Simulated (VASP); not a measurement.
Set up this calculation in VASP 6.6.1, as the native input.

```
Task                   : single point
Functional             : PBEsol
Potentials or basis    : VASP PAW PBE potentials, release 64 (Ba_sv, Hf_pv, Zr_sv, O)
Cutoff                 : 520 eV
k mesh                 : 1 × 1 × 1, shifted
Occupations            : fermi-dirac, width 0.05 eV
Spin                   : no spin polarisation
Dipole correction      : no
Further INCAR settings : LREAL = Auto; ALGO = Normal; EDIFF = 1e-06; NBANDS = 180; ISYM = 0
```

The structure of Ba4Hf3ZrO12 lies in POSCAR:

```
Ba4Hf3ZrO12
1.0
    8.3261026541      0.0000000000      0.0000000000
    0.0000000000      8.3261026541      0.0000000000
    0.0000000000      0.0000000000      8.3261026541
Ba Hf Zr O
8 6 2 24
Direct
    0.0001580000      0.9999640000      0.0001350000
    0.0002070000      0.0002470000      0.5001050000
    0.0002050000      0.4996700000      0.9999940000
    0.0000130000      0.4997670000      0.5001590000
    0.4996540000      0.0002880000      0.0001100000
    0.4996410000      0.0002560000      0.5003630000
    0.4994800000      0.4994140000      0.0003420000
    0.4997210000      0.4998070000      0.5000030000
    0.2498840000      0.2499750000      0.2501530000
    0.2499230000      0.2499810000      0.7501140000
    0.2499630000      0.7499910000      0.2502250000
    0.2499040000      0.7499410000      0.7502260000
    0.7499300000      0.2499130000      0.2502190000
    0.7499350000      0.2500140000      0.7502170000
    0.7499490000      0.7499130000      0.2501580000
    0.7498500000      0.7500060000      0.7501920000
    0.2481510000      0.2477870000      0.0002690000
    0.2518400000      0.2521600000      0.5002870000
    0.2525280000      0.7523330000      0.0002020000
    0.2472590000      0.7475900000      0.5001750000
    0.7517470000      0.2534960000      0.0002670000
    0.7479400000      0.2468850000      0.5002460000
    0.7473210000      0.7469330000      0.0001860000
    0.7527000000      0.7533580000      0.5002040000
    0.0000280000      0.2506350000      0.2521570000
    0.0000920000      0.2495700000      0.7485940000
    0.0008010000      0.7498880000      0.2475830000
    0.0009230000      0.7503620000      0.7527640000
    0.4997920000      0.2500280000      0.2484190000
    0.4998820000      0.2502270000      0.7521870000
    0.4989960000      0.7505270000      0.2527850000
    0.4990900000      0.7496860000      0.7474930000
    0.2497160000      0.0001620000      0.2524540000
    0.2503080000      0.0000490000      0.7480560000
    0.2501200000      0.4999360000      0.2480170000
    0.2499200000      0.4998480000      0.7525540000
    0.7500110000      0.0010630000      0.2470500000
    0.7498900000      0.0009370000      0.7533560000
    0.7497540000      0.4992370000      0.2536110000
    0.7504370000      0.4990970000      0.7470440000
```

One way to write it, as run:

INCAR

```
SYSTEM = Ba4Hf3ZrO12
PREC = Accurate
ENCUT = 520
EDIFF = 1E-6
ISMEAR = -1
SIGMA = 0.05
LREAL = Auto
LASPH = .TRUE.
NELM = 80
ALGO = Normal
ISIF = 2
LWAVE = .FALSE.
LCHARG = .FALSE.
GGA = PS
NBANDS = 180
ISYM = 0
```

KPOINTS

```
Automatic mesh
0
Gamma
  1 1 1
  0.25 0.25 0.25
```

Potentials or basis: VASP PAW PBE potentials, release 64 (Ba_sv, Hf_pv, Zr_sv, O).

Run with:

```sh
$ cat potpaw_PBE.64/Ba_sv/POTCAR potpaw_PBE.64/Hf_pv/POTCAR potpaw_PBE.64/Zr_sv/POTCAR potpaw_PBE.64/O/POTCAR > POTCAR
$ mpirun -np 1 vasp_std > vasp.out
```

Results of the run:

```
Pressure               : 0.0 GPa
Largest force          : 0.174 eV/Å
Band gap on the k mesh : 4.20 eV
```

Caveat: the PAW data sets were made with another functional, which shifts forces and pressure a little; spin-orbit coupling is left out, which moves the levels of the heavy elements; a shifted mesh leaves out Γ, where band edges can lie.

Wall time 12 min on 1 thread of Intel(R) Xeon(R) Platinum 8259CL CPU @ 2.50GHz (Skylake/Cascade Lake), with other jobs on the host, peak memory 0.74 GiB.
